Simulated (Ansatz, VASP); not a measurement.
# In8H: VASP beside Ansatz

```xyz
9
Lattice="6.5844 -0.0357 0.2836 -1.6616 2.8779 0.0000 0.4385 0.2532 12.2095" Properties=species:S:1:pos:R:3 pbc="T T T"
In    0.9133    0.5273    0.3917
In    4.2554    0.5382    0.1520
In   -0.5530    1.5994    3.2219
In    2.7950    1.6137    2.9810
In   -0.2884   -0.1665    6.1256
In    3.0600   -0.1519    5.8803
In    1.5998    0.9236    8.7115
In    4.8419    0.8768    9.2430
H     1.4766    0.8525   10.6561
```

Alike in both runs: functional PBE; k mesh 10 × 10 × 4; occupations gaussian, width 0.1 eV; no spin polarisation.

Ansatz relaxed the structure, and its values are those at the end. VASP's run is a single point on that final structure, the one shown.

```csv
,VASP,Ansatz
version,VASP 6.6.1,Ansatz 0.2.0
potentials or method,"VASP PAW PBE potentials, release 64 (In_d, H), cutoff 500 eV","scalar-relativistic, plane waves, PAW"
valence electrons in the cell,105,105
```

|  | VASP | Ansatz | Ansatz less VASP |
| --- | --- | --- | --- |
| gap on the k mesh at the Fermi level (eV) | none | none | - |
| pressure (GPa) | -0.1 | 0.0 | +0.05 |
| rms of the force components (eV/Å) | 0.003 | 0.003 | -0.0001 |

A gap of «none» marks a metal or a gap that the smearing closes.
